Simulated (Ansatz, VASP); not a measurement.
# One calculation of In, two programs

```
CELL_PARAMETERS angstrom
3.57388 0.00000 0.00000
-1.78694 3.09507 0.00000
0.00000 0.00000 5.80086
ATOMIC_POSITIONS crystal
In 0.33333 0.66667 0.25000
In 0.66667 0.33333 0.75000
```

Alike in both runs: task single point; functional revPBE; k mesh 12 × 12 × 7; occupations fermi-dirac, width 0.1 eV; no spin polarisation.

|  | VASP | Ansatz |
| --- | --- | --- |
| version | VASP 6.6.1 | Ansatz 0.2.0 |
| potentials or method | VASP PAW PBE potentials, release 64 (In_d), cutoff 520 eV | plane waves (420 eV) with PAW, scalar-relativistic |
| valence electrons in the cell | 26 | 26 |

|  | VASP | Ansatz | Ansatz less VASP |
| --- | --- | --- | --- |
| pressure (GPa) | -2.6 | -2.6 | +0.05 |
| traceless stress, the component that is largest in VASP (GPa) | -0.39 | -0.39 | -0.001 |

VASP's potentials were made for PBE, not for revPBE.
